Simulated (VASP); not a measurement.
# MnF2 (P4_2/mnm) in VASP: notebook, part 2 of 2

VASP 6.6.1. The steps go on from the part before.

## 3. Single point, PBE+U, collinear spin, antiferromagnetic start

This run uses another cell than the first one, of 13.88 Å³/atom, 1.059 times its volume.

Contents of INCAR:

```
SYSTEM = MnF2
PREC = Accurate
ENCUT = 520
EDIFF = 1E-6
ISMEAR = 0
SIGMA = 0.05
LREAL = .FALSE.
LASPH = .TRUE.
NELM = 150
ALGO = Normal
ISIF = 2
LWAVE = .FALSE.
LCHARG = .FALSE.
ISPIN = 2
MAGMOM = 4.7 -4.7 0 0 0 0
LORBIT = 11
LMAXMIX = 4
LDAU = .TRUE.
LDAUTYPE = 2
LDAUL = 2 -1
LDAUU = 3.9 0
LDAUJ = 0 0
LDAUPRINT = 1
GGA = PE
NBANDS = 40
```

Contents of KPOINTS:

```
Automatic mesh
0
G
  4 4 6
  0 0 0
```

Contents of POSCAR:

```
MnF2
1.0
    4.9805154259      0.0000000003      0.0000000000
    0.0000000003      4.9805154259      0.0000000000
    0.0000000000      0.0000000000      3.3582089779
Mn F
2 4
Direct
    0.0000000000      0.0000000000      0.0000000000
    0.5000000000      0.5000000000      0.5000000000
    0.3050554749      0.3050554749      0.0000000000
    0.1949445244      0.8050554756      0.5000000000
    0.6949445251      0.6949445251      0.0000000000
    0.8050554756      0.1949445244      0.5000000000
```

Potentials or basis: VASP PAW PBE potentials, release 64 (Mn_pv, F).

Command:

```
$ cat potpaw_PBE.64/Mn_pv/POTCAR potpaw_PBE.64/F/POTCAR > POTCAR
$ mpirun -np 1 vasp_std > vasp.out
```

OUTCAR:

```text
SYSTEM = MnF2
   PREC = Accurate
   ENCUT = 520
   EDIFF = 1E-6
   ISMEAR = 0
   LREAL = .FALSE.
   LASPH = .TRUE.
   NELM = 150
   ISIF = 2
   ISPIN = 2
   LORBIT = 11
   GGA = PE

 ion  position               nearest neighbor table
   1  0.000  0.000  0.000-   3 2.15   5 2.15   4 2.17   6 2.17   4 2.17   6 2.17
   2  0.500  0.500  0.500-   4 2.15   6 2.15   5 2.17   3 2.17   3 2.17   5 2.17
   3  0.305  0.305  0.000-   1 2.15   2 2.17   2 2.17
   4  0.195  0.805  0.500-   2 2.15   1 2.17   1 2.17
   5  0.695  0.695  0.000-   1 2.15   2 2.17   2 2.17
   6  0.805  0.195  0.500-   2 2.15   1 2.17   1 2.17

  LATTYP: Found a simple tetragonal cell.
 ALAT       =     4.9805154259
 C/A-ratio  =     0.6742693659

  Lattice vectors:

 A1 = (   4.9805154259,   0.0000000003,   0.0000000000)
 A2 = (   0.0000000003,   4.9805154259,   0.0000000000)
 A3 = (   0.0000000000,   0.0000000000,   3.3582089779)

Analysis of symmetry for initial positions (statically):
=====================================================================
 Subroutine PRICEL returns:
 Original cell was already a primitive cell.

 Routine SETGRP: Setting up the symmetry group for a
 simple tetragonal supercell.

 Subroutine GETGRP returns: Found 16 space group operations
 (whereof  8 operations were pure point group operations)
 out of a pool of 16 trial point group operations.

The static configuration has the point symmetry D_2h.
 The point group associated with its full space group is D_4h.

Analysis of symmetry for dynamics (positions and initial velocities):
=====================================================================
 Subroutine PRICEL returns:
 Original cell was already a primitive cell.

 Routine SETGRP: Setting up the symmetry group for a
 simple tetragonal supercell.

 Subroutine GETGRP returns: Found 16 space group operations
 (whereof  8 operations were pure point group operations)
 out of a pool of 16 trial point group operations.

The dynamic configuration has the point symmetry D_2h.
[... 252 lines left out ...]
      1     -47.3915      1.00000
      2     -47.3389      1.00000
      3     -47.3314      1.00000
      4     -42.3416      1.00000
      5     -42.2852      1.00000
      6     -42.2746      1.00000
[... 997 lines left out ...]
     38      11.9003      0.00000
     39      11.9105      0.00000
 Fermi energy:         1.1223537124

 spin component 2

 k-point     1 :       0.0000    0.0000    0.0000
  band No.  band energies     occupation
      1     -47.3915      1.00000
      2     -47.3389      1.00000
      3     -47.3314      1.00000
      4     -42.3416      1.00000
      5     -42.2852      1.00000
      6     -42.2746      1.00000
[... 997 lines left out ...]
     38      11.9003      0.00000
     39      11.9105      0.00000
 [bands above 39 left out]

------------------------ aborting loop because EDIFF is reached ----------------------------------------

  FORCE on cell =-STRESS in cart. coord.  units (eV):
  Direction    XX          YY          ZZ          XY          YZ          ZX
  --------------------------------------------------------------------------------------
  -------------------------------------------------------------------------------------
  Total       -0.4230685     -0.4230685     -0.5264718     -0.0000000      0.0000000      0.0000000
  in kB       -8.1370127     -8.1370127    -10.1258020     -0.0000000      0.0000000      0.0000000
  external PRESSURE =      -8.7999424 kB  Pullay stress =       0.0000000 kB

 VOLUME and BASIS-vectors are now :
 -----------------------------------------------------------------------------
  energy-cutoff  :      520.00
  volume of cell :       83.30
      direct lattice vectors                 reciprocal lattice vectors
     4.980515426  0.000000000  0.000000000     0.200782432 -0.000000000  0.000000000
     0.000000000  4.980515426  0.000000000    -0.000000000  0.200782432  0.000000000
     0.000000000  0.000000000  3.358208978     0.000000000  0.000000000  0.297777776

 POSITION                                       TOTAL-FORCE (eV/Angst)
 -----------------------------------------------------------------------------------
      0.00000      0.00000      0.00000         0.000000      0.000000      0.000000
      2.49026      2.49026      1.67910         0.000000      0.000000      0.000000
      1.51933      1.51933      0.00000        -0.001858     -0.001858      0.000000
      0.97092      4.00959      1.67910         0.001858     -0.001858      0.000000
      3.46118      3.46118      0.00000         0.001858      0.001858     -0.000000
      4.00959      0.97092      1.67910        -0.001858      0.001858     -0.000000
 -----------------------------------------------------------------------------------
    total drift:                                0.000000     -0.000000      0.000000

  FREE ENERGIE OF THE ION-ELECTRON SYSTEM (eV)
  ---------------------------------------------------
  free  energy   TOTEN  =       -37.9381616674 eV

  energy  without entropy=      -37.9381616674  energy(sigma->0) =      -37.93816167

 total charge

# of ion       s       p       d       tot
------------------------------------------
    1        0.153   6.129   4.930  11.213
    2        0.153   6.129   4.930  11.213
    3        1.733   4.365   0.000   6.098
    4        1.733   4.365   0.000   6.098
    5        1.733   4.365   0.000   6.098
    6        1.733   4.365   0.000   6.098
--------------------------------------------------
tot          7.238  29.720   9.861  46.818

 magnetization (x)

# of ion       s       p       d       tot
------------------------------------------
    1        0.019   0.017   4.642   4.678
    2       -0.019  -0.017  -4.642  -4.678
    3       -0.002  -0.015   0.000  -0.017
    4        0.002   0.015   0.000   0.017
    5       -0.002  -0.015   0.000  -0.017
    6        0.002   0.015   0.000   0.017
--------------------------------------------------
tot          0.000   0.000   0.000   0.000
```

OSZICAR:

```text
N       E                     dE             d eps       ncg     rms          rms(c)
DAV:   1     0.676404398555E+03    0.67640E+03   -0.30082E+04  3888   0.151E+03
DAV:   2     0.208889976696E+02   -0.65552E+03   -0.61762E+03  4008   0.458E+02
DAV:   3    -0.379566908702E+02   -0.58846E+02   -0.58197E+02  4408   0.150E+02
DAV:   4    -0.388883300918E+02   -0.93164E+00   -0.93093E+00  4088   0.207E+01
DAV:   5    -0.388999897491E+02   -0.11660E-01   -0.11659E-01  4320   0.232E+00    0.195E+01
DAV:   6    -0.368976740581E+02    0.20023E+01   -0.16555E+01  4320   0.309E+01    0.147E+01
DAV:   7    -0.376667310394E+02   -0.76906E+00   -0.15856E+00  3928   0.113E+01    0.929E+00
DAV:   8    -0.367621632709E+02    0.90457E+00   -0.50604E-01  4440   0.764E+00    0.530E+00
DAV:   9    -0.379370340373E+02   -0.11749E+01   -0.14162E-01  4152   0.467E+00    0.798E-01
DAV:  10    -0.379370637931E+02   -0.29756E-04   -0.29994E-02  4016   0.127E+00    0.268E-01
DAV:  11    -0.379379313592E+02   -0.86757E-03   -0.18520E-03  4432   0.275E-01    0.137E-01
DAV:  12    -0.379380709804E+02   -0.13962E-03   -0.87351E-04  4000   0.280E-01    0.910E-02
DAV:  13    -0.379381555888E+02   -0.84608E-04   -0.62104E-05  4216   0.875E-02    0.430E-02
DAV:  14    -0.379381546707E+02    0.91811E-06   -0.29943E-05  3968   0.433E-02    0.357E-02
DAV:  15    -0.379381614953E+02   -0.68246E-05   -0.89730E-06  4056   0.273E-02    0.378E-03
DAV:  16    -0.379381616674E+02   -0.17212E-06   -0.11189E-06  3120   0.816E-03
   1 F= -.37938162E+02 E0= -.37938162E+02  d E =-.248650E-23  mag=     0.0000
```

stdout:

```text
POSCAR found type information on POSCAR MnF
 POSCAR found :  2 types and       6 ions
 scaLAPACK will be used
 LDA part: xc-table for (Slater+PW92), standard interpolation
 POSCAR, INCAR and KPOINTS ok, starting setup
 FFT: planning ... GRIDC
 FFT: planning ... GRID_SOFT
 FFT: planning ... GRID
 WAVECAR not read
 entering main loop
```

Wall time 75 s (1 thread of Intel Xeon 6975P-C (Granite Rapids), shared host); peak memory 0.29 GiB.

Results:

* Free energy: -37.9382 eV
* Pressure: -0.9 GPa
* Band gap on the k mesh: 3.55 eV, indirect (least direct gap 3.58 eV)
* Net moment: 0.00 μB per cell
* Site moments: Mn +4.68, -4.68; F -0.02, +0.02 μB
* Valence electrons inside the program's atomic spheres: Mn 11.21; F 6.10

Forces in eV/Å, atoms in the order of the input:
```
Mn   0.000  0.000  0.000
Mn   0.000  0.000  0.000
F   -0.002 -0.002  0.000
F    0.002 -0.002  0.000
F    0.002  0.002  0.000
F   -0.002  0.002  0.000
```

Stress tensor (GPa, compression positive):
```
-0.81  0.00  0.00
 0.00 -0.81  0.00
 0.00  0.00 -1.01
```

Levels at points of the mesh, in eV from the valence-band top:
Spin up:
```tsv
k point	band 24	band 25	band 26	band 27	band 28	band 29	band 30	band 31
(0.00, 0.00, 0.00)	-1.67	-1.39	-0.47	-0.03	3.55	5.57	6.11	6.18
(0.50, 0.00, 0.00)	-1.62	-1.32	-0.18	0.00	5.52	5.52	6.10	6.11
(0.50, 0.50, 0.00)	-1.66	-1.15	-0.74	-0.04	5.47	5.78	6.13	6.17
(0.00, 0.00, 0.50)	-1.50	-1.12	-0.68	-0.47	5.88	5.88	5.99	6.59
(0.50, 0.00, 0.50)	-1.62	-1.28	-0.78	-0.12	5.87	5.88	6.17	6.50
(0.50, 0.50, 0.50)	-1.58	-1.32	-0.70	-0.23	5.89	5.91	6.18	6.47
```
Spin down:
| k point | band 24 | band 25 | band 26 | band 27 | band 28 | band 29 | band 30 | band 31 |
| --- | --- | --- | --- | --- | --- | --- | --- | --- |
| (0.00, 0.00, 0.00) | -1.67 | -1.39 | -0.47 | -0.03 | 3.55 | 5.57 | 6.11 | 6.18 |
| (0.50, 0.00, 0.00) | -1.62 | -1.32 | -0.18 | 0.00 | 5.52 | 5.52 | 6.10 | 6.11 |
| (0.50, 0.50, 0.00) | -1.66 | -1.15 | -0.74 | -0.04 | 5.47 | 5.78 | 6.13 | 6.17 |
| (0.00, 0.00, 0.50) | -1.50 | -1.12 | -0.68 | -0.47 | 5.88 | 5.88 | 5.99 | 6.59 |
| (0.50, 0.00, 0.50) | -1.62 | -1.28 | -0.78 | -0.12 | 5.87 | 5.88 | 6.17 | 6.50 |
| (0.50, 0.50, 0.50) | -1.58 | -1.32 | -0.70 | -0.23 | 5.89 | 5.91 | 6.18 | 6.47 |

Eigenvalues of the final occupation matrices:
```tsv
site	spin	trace	eigenvalues
site 1 d	1	4.80	0.95 0.95 0.95 0.98 0.98
site 1 d	2	0.15	0.01 0.01 0.01 0.05 0.06
site 2 d	1	0.15	0.01 0.01 0.01 0.05 0.06
site 2 d	2	4.80	0.95 0.95 0.95 0.98 0.98
```
